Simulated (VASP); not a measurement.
A run of VASP 6.6.1 is set up as follows.

POSCAR

```
Cd3Fe
1.0
    0.0000000000      3.3620524758      3.3620524758
    3.3620524758      0.0000000000      3.3620524758
    3.3620524758      3.3620524758      0.0000000000
Cd Fe
3 1
Direct
    0.2500000000      0.2500000000      0.2500000000
    0.7500000000      0.7500000000      0.7500000000
    0.5000000000      0.5000000000      0.5000000000
    0.0000000000      0.0000000000      0.0000000000
```

The input INCAR.step1:

```
SYSTEM = Cd3Fe
PREC = Accurate ; ENCUT = 520
ISMEAR = 0 ; SIGMA = 0.1
LREAL = .False. ; LASPH = .True.
NELM = 60 ; NBANDS = 30
GGA = PE ; ALGO = Normal
EDIFF = 1E-4 ; LWAVE = .True.
LCHARG = .False.
```

The input INCAR.step2:

```
SYSTEM = Cd3Fe
PREC = Accurate ; ENCUT = 520
EDIFF = 1E-6 ; ISMEAR = 0
SIGMA = 0.1 ; LREAL = .False.
LASPH = .True. ; NELM = 60
ALGO = Normal ; ISIF = 2
LWAVE = .False. ; LCHARG = .False.
METAGGA = R2SCAN ; LMIXTAU = .True.
NBANDS = 30 ; ISTART = 1
```

Contents of KPOINTS:

```
Automatic mesh
0
Gamma
  12 12 12
  0 0 0
```

Potentials or basis: VASP PAW PBE potentials, release 64 (Cd, Fe).

Run with:

```console
$ cat potpaw_PBE.64/Cd/POTCAR potpaw_PBE.64/Fe/POTCAR > POTCAR
$ cp INCAR.step1 INCAR
$ mpirun -np 1 vasp_std > vasp.out
$ cp INCAR.step2 INCAR
$ mpirun -np 1 vasp_std > vasp.out
```

What does it give for the band gap on the k mesh?

Zero (bands 22 and 23 overlap by 2.95 eV).

Estimate the pressure.

-6.3 GPa.

Caveat: the cell stands under tension; the PAW data sets were made with another functional, which shifts forces and pressure a little; the run has no spin polarisation, though such a crystal can be magnetic. Spin polarisation is off, so any magnetic state and its effect on volume and gap are missing.
